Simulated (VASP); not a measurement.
Runs of VASP 6.6.1 on SiNi2. The structure is that of space group P6_3/mmc (No. 194), or close to it. The cells are those of the table. 

```tsv
cell	gap on the mesh (eV)	pressure (GPa)
a = 3.976, b = 3.976, c = 5.122 Å, angles 90.0, 90.0, 120.0°, 6 atoms	none	(a)
a = 3.945, b = 3.945, c = 5.056 Å, angles 90.0, 90.0, 120.0°, 6 atoms	none	-5.4
a = 4.015, b = 4.015, c = 5.212 Å, angles 90.0, 90.0, 120.0°, 6 atoms	none	-15.1
a = 3.912, b = 3.912, c = 4.991 Å, angles 90.0, 90.0, 120.0°, 6 atoms	none	0.0
```

Alike in all rows: task single point; level PBE; potentials or basis VASP PAW PBE potentials, release 64 (Si, Ni); no spin polarisation; k mesh 12 × 12 × 8; cutoff (eV) 600; smearing gaussian 0.1 eV.

Estimate the missing entries.

(a) -10.2.

Caveats: the cell stands under tension (at least some runs).

A gap of «none» marks levels without a gap at the run's occupations.
